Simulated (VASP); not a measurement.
# TaN (P-62m) in VASP: further runs

TaN is run at these levels: LDA+U; tasks: single point.

All numbers are computed with VASP 6.6.1; they aren't measurements. Logs are shortened: lines on timing, memory, paths and dates and some standing lists are left out, and cuts for length are marked.

### 1 The cell of the first run

Symmetry: P-62m, No. 189, hexagonal system. Conventional cell: a = 5.196 Å, b = 5.196 Å, c = 2.911 Å, α = 90.00°, β = 90.00°, γ = 120.00°. Within 3.0 Å of Ta (site symmetry -6) lie 6 N at 2.16 Å and 5 Ta at 2.91 to 3.00 Å. Ta (site symmetry -62m) has 3 N at 2.04 Å within 2.7 Å. N (site symmetry m2m) has 5 Ta at 2.04 to 2.16 Å and 6 N at 2.77 to 2.91 Å within 3.0 Å.

### 2 Single point, LDA+U, collinear spin

INCAR

```
PREC = Accurate
ENCUT = 520
EDIFF = 1E-6
ISMEAR = 0
SIGMA = 0.05
LREAL = F
LASPH = T
NELM = 150
ALGO = Normal
ISIF = 2
LWAVE = F
LCHARG = F
ISPIN = 2
MAGMOM = 2 2 2 0 0 0
LORBIT = 11
LMAXMIX = 4
LDAU = T
LDAUTYPE = 2
LDAUL = 2 -1
LDAUU = 2 0
LDAUJ = 0 0
LDAUPRINT = 1
GGA = CA
NBANDS = 37
```

KPOINTS

```
Automatic mesh
0
Gamma
  4 4 6
```

POSCAR

```
TaN
1.0
    5.1960001500      0.0000000000      0.0000000000
   -2.5980000800      4.4998681300      0.0000000000
    0.0000000000      0.0000000000      2.9109996000
Ta N
3 3
Direct
    0.3333333333      0.6666666667      0.5000000000
    0.6666666667      0.3333333333      0.5000000000
    0.0000000000      0.0000000000      0.0000000000
    0.3928500000      0.0000000000      0.0000000000
    0.6071500000      0.6071500000      0.0000000000
    0.0000000000      0.3928500000      0.0000000000
```

Potentials or basis: VASP PAW LDA potentials, release 64 (Ta_pv, N).

Launch:

```bash
> cat potpaw_LDA.64/Ta_pv/POTCAR potpaw_LDA.64/N/POTCAR > POTCAR
> mpirun -np 1 vasp_std > vasp.out
```

OUTCAR:

```text
PREC = Accurate
   ENCUT = 520
   EDIFF = 1E-6
   ISMEAR = 0
   LREAL = F
   LASPH = T
   NELM = 150
   ISIF = 2
   ISPIN = 2
   LORBIT = 11
   GGA = CA

 ion  position               nearest neighbor table
   1  0.333  0.667  0.500-   6 2.16   6 2.16   5 2.16   5 2.16   4 2.16   4 2.16   2 3.00   2 3.00
                             2 3.00   3 3.33   3 3.33   3 3.33   3 3.33   3 3.33   3 3.33
   2  0.667  0.333  0.500-   6 2.16   6 2.16   4 2.16   4 2.16   5 2.16   5 2.16   1 3.00   1 3.00
                             1 3.00   3 3.33   3 3.33   3 3.33   3 3.33   3 3.33   3 3.33
   3  0.000  0.000  0.000-   5 2.04   4 2.04   6 2.04   2 3.33   2 3.33   1 3.33   1 3.33   1 3.33
                             2 3.33   2 3.33   1 3.33   2 3.33   2 3.33   1 3.33   1 3.33
   4  0.393  0.000  0.000-   3 2.04   2 2.16   2 2.16   1 2.16   1 2.16
   5  0.607  0.607  0.000-   3 2.04   1 2.16   1 2.16   2 2.16   2 2.16
   6  0.000  0.393  0.000-   3 2.04   2 2.16   2 2.16   1 2.16   1 2.16

  LATTYP: Found a hexagonal cell.
 ALAT       =     5.1960001500
 C/A-ratio  =     0.5602385520

  Lattice vectors:

 A1 = (   5.1960001500,   0.0000000000,   0.0000000000)
 A2 = (  -2.5980000800,   4.4998681300,   0.0000000000)
 A3 = (   0.0000000000,   0.0000000000,   2.9109996000)

Analysis of symmetry for initial positions (statically):
=====================================================================
 Subroutine PRICEL returns:
 Original cell was already a primitive cell.

 Routine SETGRP: Setting up the symmetry group for a
 hexagonal supercell.

 Subroutine GETGRP returns: Found 12 space group operations
 (whereof 12 operations were pure point group operations)
 out of a pool of 24 trial point group operations.

The static configuration has the point symmetry D_3h.

Analysis of symmetry for dynamics (positions and initial velocities):
=====================================================================
 Subroutine PRICEL returns:
 Original cell was already a primitive cell.

 Routine SETGRP: Setting up the symmetry group for a
 hexagonal supercell.

 Subroutine GETGRP returns: Found 12 space group operations
 (whereof 12 operations were pure point group operations)
 out of a pool of 24 trial point group operations.

The dynamic configuration has the point symmetry D_3h.

Analysis of structural, dynamic, and magnetic symmetry:
=====================================================================
 Subroutine PRICEL returns:
 Original cell was already a primitive cell.

 Routine SETGRP: Setting up the symmetry group for a
 hexagonal supercell.

 Subroutine GETGRP returns: Found 12 space group operations
 (whereof 12 operations were pure point group operations)
 out of a pool of 24 trial point group operations.

The overall configuration has the point symmetry D_3h.

 Subroutine INISYM returns: Found 12 space group operations
 (whereof 12 operations are pure point group operations),
 and found     1 'primitive' translations

----------------------------------------------------------------------------------------

                                     Primitive cell

  volume of cell :      68.0630

  direct lattice vectors                    reciprocal lattice vectors
     5.196000150  0.000000000  0.000000000     0.192455730  0.111114367  0.000000000
    -2.598000080  4.499868130  0.000000000     0.000000000  0.222228735  0.000000000
     0.000000000  0.000000000  2.910999600     0.000000000  0.000000000  0.343524609

  length of vectors
     5.196000150  5.196000154  2.910999600     0.222228735  0.222228735  0.343524609

  position of ions in fractional coordinates (direct lattice)
[... 92 lines left out ...]
   EFERMI =   0.00;   METHOD = LEGACY
   ISMEAR =     0;   SIGMA  =   0.05  broadening in eV -4-tet -1-fermi 0-gaus
   EFERMI_NEDOS =   21; number of points for ismear=-14 and -15
   IALGO  =     38    algorithm
   IMIX   =      4    mixing-type and parameters
     AMIX     =   0.40;   BMIX     =  1.00
     AMIX_MAG =   1.60;   BMIX_MAG =  1.00
  volume/ion in A,a.u.               =      11.34        76.55
  Fermi-wavevector in a.u.,A,eV,Ry     =   1.457197  2.753703 28.890918  2.123423
  Thomas-Fermi vector in A             =   2.574026
   LORBIT       =     11    0 simple, 1 ext, 2 COOP (PROOUT), +10 PAW based schemes
 LDA+U is selected, type is set to LDAUTYPE =  2
   angular momentum for each species LDAUL =     2   -1
   U (eV)           for each species LDAUU =   2.0  0.0
   J (eV)           for each species LDAUJ =   0.0  0.0
   GGA     = CA    functional components
   LHFCALC =     F    Hartree Fock is set to
   AEXX    =    0.0000 exact exchange contribution
   IVDW    =     0    specifies the selected vdW correction
   LEPSILON=     F    determine dielectric tensor
   LRPA    =     F    only Hartree local field effects (RPA)
 spin polarized calculation
 Gauss-broadening in eV      SIGMA  =   0.05
  energy-cutoff  :      520.00
  volume of cell :       68.06
 maximum number of plane-waves:      1858
 NGX is ok and might be reduce to    40
   NGX = 19   NGY = 19   NGZ = 11

 number of electron      48.0000002 magnetization      -0.0016391

atom =   1  type =  1  l = 2

 onsite density matrix

spin component  1
[... 83 lines left out ...]
  o =  0.1980  v =  0.0000  0.5583 -0.0000  0.8296 -0.0000  0.0000  0.0000  0.0000  0.0000  0.0000      0.0000  0.0000  0.0000  0.0000  0.0000  0.0000  0.0000  0.0000  0.0000  0.0000
  o =  0.1980  v = -0.0000  0.8296 -0.0000 -0.5583 -0.0000  0.0000  0.0000  0.0000  0.0000  0.0000      0.0000  0.0000  0.0000  0.0000  0.0000  0.0000  0.0000  0.0000  0.0000  0.0000
  o =  0.1981  v =  0.0000  0.0000  0.0000  0.0000  0.0000  0.0000  0.5583  0.0000  0.8296 -0.0000      0.0000  0.0000  0.0000  0.0000  0.0000  0.0000  0.0000  0.0000  0.0000  0.0000
  o =  0.1981  v =  0.0000  0.0000  0.0000  0.0000  0.0000 -0.0000  0.8296  0.0000 -0.5583 -0.0000      0.0000  0.0000  0.0000  0.0000  0.0000  0.0000  0.0000  0.0000  0.0000  0.0000
  o =  0.2419  v = -0.0852  0.0000  0.0000  0.0000 -0.9964  0.0000  0.0000  0.0000  0.0000  0.0000      0.0000  0.0000  0.0000  0.0000  0.0000  0.0000  0.0000  0.0000  0.0000  0.0000
  o =  0.2419  v = -0.9964 -0.0000  0.0000  0.0000  0.0852  0.0000  0.0000  0.0000  0.0000  0.0000      0.0000  0.0000  0.0000  0.0000  0.0000  0.0000  0.0000  0.0000  0.0000  0.0000
  o =  0.2420  v =  0.0000  0.0000  0.0000  0.0000  0.0000 -0.1603 -0.0000  0.0000  0.0000 -0.9871      0.0000  0.0000  0.0000  0.0000  0.0000  0.0000  0.0000  0.0000  0.0000  0.0000
  o =  0.2420  v =  0.0000  0.0000  0.0000  0.0000  0.0000 -0.9871  0.0000  0.0000 -0.0000  0.1603      0.0000  0.0000  0.0000  0.0000  0.0000  0.0000  0.0000  0.0000  0.0000  0.0000
  o =  0.3306  v = -0.0000 -0.0000 -1.0000 -0.0000 -0.0000  0.0000  0.0000  0.0000  0.0000  0.0000      0.0000  0.0000  0.0000  0.0000  0.0000  0.0000  0.0000  0.0000  0.0000  0.0000
  o =  0.3307  v =  0.0000  0.0000  0.0000  0.0000  0.0000 -0.0000  0.0000 -1.0000 -0.0000 -0.0000      0.0000  0.0000  0.0000  0.0000  0.0000  0.0000  0.0000  0.0000  0.0000  0.0000

 number of electron      48.0000002 magnetization       0.0000152

 Free energy of the ion-electron system (eV)
  ---------------------------------------------------
  ext. energy  EPLUGINS =         0.00000000
  ---------------------------------------------------
  free energy    TOTEN  =       -68.56779176 eV

  energy without entropy =      -68.56418215  energy(sigma->0) =      -68.56598696

 E-fermi :   8.4970     XC(G=0): -13.2501

 val. band max:        8.1361856112   @ k =   0.2500  -0.0000   0.3333
 cond. band min:       8.4973708464   @ k =   0.2500  -0.0000   0.1667
 fundamental gap:      0.3611852352
 Fermi energy:         8.4970361336

 spin component 1

 k-point     1 :       0.0000    0.0000    0.0000
  band No.  band energies     occupation
      1     -28.0278      1.00000
      2     -28.0278      1.00000
      3     -27.6766      1.00000
      4     -27.6766      1.00000
      5     -27.4844      1.00000
      6     -27.3762      1.00000
[... 613 lines left out ...]
     35      14.5373      0.00000
     36      14.8898      0.00000
 Fermi energy:         8.4970361336

 spin component 2

 k-point     1 :       0.0000    0.0000    0.0000
  band No.  band energies     occupation
      1     -28.0276      1.00000
      2     -28.0276      1.00000
      3     -27.6764      1.00000
      4     -27.6764      1.00000
      5     -27.4842      1.00000
      6     -27.3760      1.00000
[... 613 lines left out ...]
     35      14.5373      0.00000
     36      14.8898      0.00000
 [bands above 36 left out]

------------------------ aborting loop because EDIFF is reached ----------------------------------------

  FORCE on cell =-STRESS in cart. coord.  units (eV):
  Direction    XX          YY          ZZ          XY          YZ          ZX
  --------------------------------------------------------------------------------------
  -------------------------------------------------------------------------------------
  Total       -0.8521396     -0.8521396     -1.3246873      0.0000000     -0.0000000      0.0000000
  in kB      -20.0590440    -20.0590441    -31.1826387      0.0000000     -0.0000000      0.0000000
  external PRESSURE =     -23.7669089 kB  Pullay stress =       0.0000000 kB

 VOLUME and BASIS-vectors are now :
 -----------------------------------------------------------------------------
  energy-cutoff  :      520.00
  volume of cell :       68.06
      direct lattice vectors                 reciprocal lattice vectors
     5.196000150  0.000000000  0.000000000     0.192455730  0.111114367  0.000000000
    -2.598000080  4.499868130  0.000000000     0.000000000  0.222228735  0.000000000
     0.000000000  0.000000000  2.910999600     0.000000000  0.000000000  0.343524609

 POSITION                                       TOTAL-FORCE (eV/Angst)
 -----------------------------------------------------------------------------------
     -0.00000      2.99991      1.45550        -0.000000     -0.000000     -0.000000
      2.59800      1.49996      1.45550        -0.000000      0.000000     -0.000000
      0.00000      0.00000      0.00000         0.000000      0.000000     -0.000000
      2.04125      0.00000      0.00000         0.088399     -0.000000      0.000000
      1.57738      2.73209      0.00000        -0.044200     -0.076556      0.000000
     -1.02062      1.76777      0.00000        -0.044200      0.076556     -0.000000
 -----------------------------------------------------------------------------------
    total drift:                               -0.000001     -0.000003      0.000000

  FREE ENERGIE OF THE ION-ELECTRON SYSTEM (eV)
  ---------------------------------------------------
  free  energy   TOTEN  =       -68.5677917576 eV

  energy  without entropy=      -68.5641821536  energy(sigma->0) =      -68.56598696

 total charge

# of ion       s       p       d       tot
------------------------------------------
    1        0.301   6.273   2.341   8.915
    2        0.301   6.273   2.341   8.915
    3        0.346   6.230   2.371   8.947
    4        1.226   2.549   0.000   3.775
    5        1.226   2.549   0.000   3.775
    6        1.226   2.549   0.000   3.775
--------------------------------------------------
tot          4.625  26.424   7.053  38.101

 magnetization (x)

# of ion       s       p       d       tot
------------------------------------------
    1       -0.000   0.000  -0.000   0.000
    2       -0.000   0.000  -0.000   0.000
    3       -0.000   0.000  -0.000  -0.000
    4       -0.000   0.000   0.000   0.000
    5       -0.000   0.000   0.000   0.000
    6       -0.000   0.000   0.000   0.000
--------------------------------------------------
tot         -0.000   0.000  -0.000   0.000
```

Run time: 94 s. Hardware: 1 thread of Intel Xeon 8259CL, shared host; peak memory 0.21 GiB.

Results:

```
Free energy                                           : -68.5678 eV
Pressure                                              : -2.4 GPa
Largest force                                         : 0.088 eV/Å
Band gap on the k mesh                                : zero (filled and empty bands overlap)
Net moment                                            : 0.00 μB per cell
Valence electrons inside the program's atomic spheres : Ta 8.91, 8.95 (each value once); N 3.77
```

Forces on the atoms (eV/Å):
```
Ta   0.000  0.000  0.000
Ta   0.000  0.000  0.000
Ta   0.000  0.000  0.000
N    0.088  0.000  0.000
N   -0.044 -0.077  0.000
N   -0.044  0.077  0.000
```

Eigenvalues of the final occupation matrices:
| site | spin | trace | eigenvalues |
| --- | --- | --- | --- |
| site 1 d | 1 | 1.20 | 0.22 0.22 0.24 0.24 0.28 |
| site 1 d | 2 | 1.20 | 0.22 0.22 0.24 0.24 0.28 |
| site 2 d | 1 | 1.20 | 0.22 0.22 0.24 0.24 0.28 |
| site 2 d | 2 | 1.20 | 0.22 0.22 0.24 0.24 0.28 |
| site 3 d | 1 | 1.21 | 0.20 0.20 0.24 0.24 0.33 |
| site 3 d | 2 | 1.21 | 0.20 0.20 0.24 0.24 0.33 |

Caveat: spin-orbit coupling is left out, which moves the levels of the heavy elements.

(Continued in part 2 of 2.)
